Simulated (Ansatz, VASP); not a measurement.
# Two plane-wave programs on CdS4

File INCAR:

```
  ALGO = Normal
  EDIFF = 1E-6
  EDIFFG = -0.04
  ENCUT = 600
  GGA = PE
  IBRION = 2
  ISIF = 3
  ISMEAR = 0
  LASPH = True
  LCHARG = False
  LREAL = False
  LWAVE = False
  NELM = 80
  NSW = 90
  PREC = Accurate
  SIGMA = 0.1
```

Contents of KPOINTS:

```
k-points
0
Gamma
  6 6 2
```

Contents of POSCAR:

```
CdS4
1.0
    3.3643846300      0.0000000000      0.0000000000
   -1.6821923200      2.9136425600      0.0000000000
    0.0000000000      0.0000000000     10.8181161500
Cd S
1 4
Direct
    0.0000000000      0.0000000000      0.0000000000
    0.3333333300      0.6666666700      0.8658552800
    0.3333333300      0.6666666700      0.3767953500
    0.6666666700      0.3333333300      0.1341447200
    0.6666666700      0.3333333300      0.6232046500
```

Input for Ansatz:

```yaml
crystal:
  lattice:
    - [3.36438463, 0.0, 0.0]
    - [-1.68219232, 2.91364256, 0.0]
    - [0.0, 0.0, 10.81811615]
  atoms:
    - { symbol: Cd, position: [0.0, 0.0, 0.0] }
    - { symbol: S, position: [0.33333333, 0.66666667, 0.86585528] }
    - { symbol: S, position: [0.33333333, 0.66666667, 0.37679535] }
    - { symbol: S, position: [0.66666667, 0.33333333, 0.13414472] }
    - { symbol: S, position: [0.66666667, 0.33333333, 0.62320465] }
basis:
  ecutwfc: 420
kpoints:
  mp_grid: { grid: [6, 6, 2] }
hamiltonian:
  xc: pbe
scf:
  occupations: { method: gaussian, width: 0.1 }
  lower_state_search: "off"
output:
  forces: true
  stress: true
  eigenvalues: true
relax:
  adjacent_minimum: "off"
  f_tol: 0.04
  max_steps: 70
  cell: { stress_tol: 0.4 }
```

Change from the starting cell: species swapped into the Co4H type (P-3m1, No. 164).

Alike in both runs: task relaxation of cell and atoms; functional PBE; k mesh 6 × 6 × 2; occupations gaussian, width 0.1 eV; no spin polarisation.

|  | VASP | Ansatz |
| --- | --- | --- |
| version | VASP 6.6.1 | Ansatz 0.2.0 |
| potentials or method | VASP PAW PBE potentials, release 64 (Cd, S), cutoff 600 eV | scalar-relativistic, plane waves, PAW |
| valence electrons in the cell | 36 | 44 |

```tsv
	VASP	Ansatz	Ansatz less VASP
gap on the k mesh at the Fermi level, each at its own relaxed structure (eV)	none	none	-
relaxed volume (Å³/atom)	19.47	19.40	-0.072
relaxed cell length with the largest relative difference (Å)	3.671	3.665	-0.0059
```

A gap of «none» marks a metal or a gap that the smearing closes. VASP's potentials hold 36 valence electrons a cell and Ansatz's 44, so a difference there can come from the potentials and not from the codes.
